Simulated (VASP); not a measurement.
# TaGa2 (F-43m) in VASP: relaxation of cell and atoms with PBE

Aim: the relaxation of cell and atoms of TaGa2 with PBE.

Program: VASP 6.6.1. These are calculated values, not measurements. Logs are shortened: lines on timing, memory, paths and dates and some standing lists are left out, and cuts for length are marked.

## 1. The cell of the first run

The structure is cubic, space group F-43m (No. 216). The conventional cell has a = 6.088 Å, b = 6.088 Å, c = 6.088 Å, α = 90.00°, β = 90.00°, γ = 90.00°. Within 3.5 Å of Ta (site symmetry -43m) lie 10 Ga at 2.64 to 3.04 Å. Ga (site symmetry -43m) has 4 Ta at 2.64 Å and 4 Ga at 2.64 Å within 3.5 Å. Ga (site symmetry -43m) has 4 Ga at 2.64 Å and 6 Ta at 3.04 Å within 3.5 Å.

The cell was generated, and may not be a known phase.

## 2. Relaxation of cell and atoms, PBE

INCAR

```
PREC = Accurate
ENCUT = 600
EDIFF = 1E-6
ISMEAR = 0
SIGMA = 0.1
LREAL = F
LASPH = T
NELM = 60
ALGO = Fast
ISIF = 3
LWAVE = F
LCHARG = F
GGA = PE
IBRION = 2
NSW = 100
EDIFFG = -0.01
```

KPOINTS

```
regular mesh
0
Gamma
  14 14 14
```

POSCAR

```
TaGa2
1.0
    0.0000000000      3.0439776313      3.0439776313
    3.0439776313      0.0000000000      3.0439776313
    3.0439776313      3.0439776313      0.0000000000
Ta Ga
1 2
Direct
    0.0000000000      0.0000000000      0.0000000000
    0.7500000000      0.7500000000      0.7500000000
    0.5000000000      0.5000000000      0.5000000000
```

Potentials or basis: VASP PAW PBE potentials, release 64 (Ta_pv, Ga_d).

Command:

```bash
$ cat potpaw_PBE.64/Ta_pv/POTCAR potpaw_PBE.64/Ga_d/POTCAR > POTCAR
$ mpirun -np 1 vasp_std > vasp.out
```

OUTCAR:

```text
PREC = Accurate
   ENCUT = 600
   EDIFF = 1E-6
   ISMEAR = 0
   LREAL = F
   LASPH = T
   NELM = 60
   ISIF = 3
   GGA = PE
   IBRION = 2
   NSW = 100
   EDIFFG = -0.01

 ion  position               nearest neighbor table
   1  0.000  0.000  0.000-   2 2.64   2 2.64   2 2.64   2 2.64   3 3.04   3 3.04   3 3.04   3 3.04
                             3 3.04   3 3.04
   2  0.750  0.750  0.750-   3 2.64   3 2.64   3 2.64   1 2.64   1 2.64   1 2.64   3 2.64   1 2.64

   3  0.500  0.500  0.500-   2 2.64   2 2.64   2 2.64   2 2.64   1 3.04   1 3.04   1 3.04   1 3.04
                             1 3.04   1 3.04

  LATTYP: Found a face centered cubic cell.
 ALAT       =     6.0879552626

  Lattice vectors:

 A1 = (   0.0000000000,   3.0439776313,   3.0439776313)
 A2 = (   3.0439776313,   0.0000000000,   3.0439776313)
 A3 = (   3.0439776313,   3.0439776313,   0.0000000000)

Analysis of symmetry for initial positions (statically):
=====================================================================
 Subroutine PRICEL returns:
 Original cell was already a primitive cell.

 Routine SETGRP: Setting up the symmetry group for a
 face centered cubic supercell.

 Subroutine GETGRP returns: Found 24 space group operations
 (whereof 24 operations were pure point group operations)
 out of a pool of 48 trial point group operations.

The static configuration has the point symmetry T_d .

Analysis of symmetry for dynamics (positions and initial velocities):
=====================================================================
 Subroutine PRICEL returns:
 Original cell was already a primitive cell.

 Routine SETGRP: Setting up the symmetry group for a
 face centered cubic supercell.

 Subroutine GETGRP returns: Found 24 space group operations
 (whereof 24 operations were pure point group operations)
 out of a pool of 48 trial point group operations.

The dynamic configuration has the point symmetry T_d .

 Subroutine INISYM returns: Found 24 space group operations
 (whereof 24 operations are pure point group operations),
 and found     1 'primitive' translations

----------------------------------------------------------------------------------------

                                     Primitive cell

  volume of cell :      56.4098

  direct lattice vectors                    reciprocal lattice vectors
     0.000000000  3.043977631  3.043977631    -0.164258763  0.164258763  0.164258763
     3.043977631  0.000000000  3.043977631     0.164258763 -0.164258763  0.164258763
     3.043977631  3.043977631  0.000000000     0.164258763  0.164258763 -0.164258763

  length of vectors
[... 88 lines left out ...]
   IBRION =      2    ionic relax: 0-MD 1-quasi-New 2-CG
   NFREE  =      1    steps in history (QN), initial steepest desc. (CG)
   ISIF   =      3    stress and relaxation
   ISYM   =      2    0-nonsym 1-usesym 2-fastsym
   POTIM  = 0.5000    time-step for ionic-motion
   TEBEG  =    0.0;   TEEND  =   0.0 temperature during run
   PSTRESS=    0.0 pullay stress
   NELECT =      37.0000    total number of electrons
   NUPDOWN=      -1.0000    fix difference up-down
   EMIN   =  10.00;   EMAX   =-10.00  energy-range for DOS
   EFERMI =   0.00;   METHOD = LEGACY
   ISMEAR =     0;   SIGMA  =   0.10  broadening in eV -4-tet -1-fermi 0-gaus
   EFERMI_NEDOS =   21; number of points for ismear=-14 and -15
   IALGO  =     68    algorithm
   IMIX   =      4    mixing-type and parameters
     AMIX     =   0.40;   BMIX     =  1.00
     AMIX_MAG =   1.60;   BMIX_MAG =  1.00
  volume/ion in A,a.u.               =      18.80       126.89
  Fermi-wavevector in a.u.,A,eV,Ry     =   1.422407  2.687960 27.527883  2.023242
  Thomas-Fermi vector in A             =   2.543114
   LORBIT       =      0    0 simple, 1 ext, 2 COOP (PROOUT), +10 PAW based schemes
   GGA     = PE    functional components
   LHFCALC =     F    Hartree Fock is set to
   AEXX    =    0.0000 exact exchange contribution
   IVDW    =     0    specifies the selected vdW correction
   LEPSILON=     F    determine dielectric tensor
   LRPA    =     F    only Hartree local field effects (RPA)
 conjugate gradient relaxation of ions
 non-spin polarized calculation
 RMM-DIIS sequential band-by-band and
 Gauss-broadening in eV      SIGMA  =   0.10
  energy-cutoff  :      600.00
  volume of cell :       56.41
 maximum number of plane-waves:      1900
   NGX = 17   NGY = 17   NGZ = 17

 number of electron      37.0000015 magnetization

 Free energy of the ion-electron system (eV)
  ---------------------------------------------------
  ext. energy  EPLUGINS =         0.00000000
  ---------------------------------------------------
  free energy    TOTEN  =       -15.90179081 eV

  energy without entropy =      -15.87603956  energy(sigma->0) =      -15.88891519

 E-fermi :   5.7837     XC(G=0): -11.3913

 val. band max:        5.7828896821   @ k =   0.1429   0.1429   0.0000
 cond. band min:       5.7858012173   @ k =  -0.2857   0.2143   0.0714
 fundamental gap:      0.0029115352
 Fermi energy:         5.7837214804

 k-point     1 :       0.0000    0.0000    0.0000
  band No.  band energies     occupation
      1     -29.2656      2.00000
      2     -29.2656      2.00000
      3     -29.2656      2.00000
      4      -9.5051      2.00000
      5      -9.5051      2.00000
      6      -9.4878      2.00000
[... 589 lines left out ...]
     21       8.1866      0.00000
     22       8.7628      0.00000

 [... further k-points ...]

------------------------ aborting loop because EDIFF is reached ----------------------------------------

  FORCE on cell =-STRESS in cart. coord.  units (eV):
  Direction    XX          YY          ZZ          XY          YZ          ZX
  --------------------------------------------------------------------------------------
  -------------------------------------------------------------------------------------
  Total        0.0247757      0.0247757      0.0247757      0.0000000      0.0000000      0.0000000
  in kB        0.7036906      0.7036906      0.7036906      0.0000000      0.0000000      0.0000000
  external PRESSURE =       0.7036906 kB  Pullay stress =       0.0000000 kB

 VOLUME and BASIS-vectors are now :
 -----------------------------------------------------------------------------
  energy-cutoff  :      600.00
  volume of cell :       56.41
      direct lattice vectors                 reciprocal lattice vectors
     0.000000000  3.043977631  3.043977631    -0.164258763  0.164258763  0.164258763
     3.043977631  0.000000000  3.043977631     0.164258763 -0.164258763  0.164258763
     3.043977631  3.043977631  0.000000000     0.164258763  0.164258763 -0.164258763

 POSITION                                       TOTAL-FORCE (eV/Angst)
 -----------------------------------------------------------------------------------
      0.00000      0.00000      0.00000         0.000000     -0.000000      0.000000
      4.56597      4.56597      4.56597         0.000000     -0.000000     -0.000000
      3.04398      3.04398      3.04398        -0.000000      0.000000     -0.000000
 -----------------------------------------------------------------------------------
    total drift:                                0.000001      0.000001      0.000001

  FREE ENERGIE OF THE ION-ELECTRON SYSTEM (eV)
  ---------------------------------------------------
  free  energy   TOTEN  =       -15.9017908111 eV

  energy  without entropy=      -15.8760395599  energy(sigma->0) =      -15.88891519

 reached required accuracy - stopping structural energy minimisation
```

OSZICAR:

```text
N       E                     dE             d eps       ncg     rms          rms(c)
DAV:   1     0.283799937212E+03    0.28380E+03   -0.20929E+04  4688   0.306E+03
DAV:   2     0.662613935259E+01   -0.27717E+03   -0.27423E+03  4924   0.563E+02
DAV:   3    -0.161090029530E+02   -0.22735E+02   -0.22469E+02  5392   0.139E+02
[... 16 lines left out ...]
RMM:  20    -0.159017859047E+02   -0.32167E-05   -0.36778E-05  3137   0.810E-03    0.612E-03
RMM:  21    -0.159017871229E+02   -0.12182E-05   -0.21652E-05  3579   0.887E-03    0.296E-03
RMM:  22    -0.159017886678E+02   -0.15449E-05   -0.14753E-05  2684   0.663E-03    0.375E-03
RMM:  23    -0.159017898922E+02   -0.12244E-05   -0.88529E-06  2888   0.503E-03    0.590E-03
RMM:  24    -0.159017908111E+02   -0.91893E-06   -0.64765E-06  1853   0.419E-03
   1 F= -.15901791E+02 E0= -.15888915E+02  d E =-.159018E+02
```

CONTCAR:

```text
TaGa2
   1.00000000000000
     0.0000000000000000    3.0439776313000002    3.0439776313000002
     3.0439776313000002    0.0000000000000000    3.0439776313000002
     3.0439776313000002    3.0439776313000002    0.0000000000000000
  Ta              Ga
     1     2
Direct
     0.0000000000000000    0.0000000000000000    0.0000000000000000
     0.7500000000000000    0.7500000000000000    0.7500000000000000
     0.5000000000000000    0.5000000000000000    0.5000000000000000

  0.00000000E+00  0.00000000E+00  0.00000000E+00
  0.00000000E+00  0.00000000E+00  0.00000000E+00
  0.00000000E+00  0.00000000E+00  0.00000000E+00
```

Run time: 1.9 min. Hardware: 1 thread of Intel Xeon 6975P-C (Granite Rapids), shared host; peak memory 0.32 GiB.

Results:

- Free energy: -15.9018 eV
- Pressure after relaxing: 0.1 GPa
- Band gap on the k mesh: zero (an odd number of electrons rules out a gap without spin polarisation)

Final structure:
```cif
data_structure
_symmetry_space_group_name_H-M 'P 1'
_symmetry_Int_Tables_number 1
_cell_length_a 4.3048
_cell_length_b 4.3048
_cell_length_c 4.3048
_cell_angle_alpha 60.000
_cell_angle_beta 60.000
_cell_angle_gamma 60.000
_cell_volume 56.41
loop_
_atom_site_label
_atom_site_type_symbol
_atom_site_fract_x
_atom_site_fract_y
_atom_site_fract_z
_atom_site_occupancy
Ta1 Ta 0.00000 0.00000 0.00000 1
Ga1 Ga 0.75000 0.75000 0.75000 1
Ga2 Ga 0.50000 0.50000 0.50000 1
```

Caveat: the relaxation stopped at its first step, so nothing moved; spin-orbit coupling is left out, which moves the levels of the heavy elements.
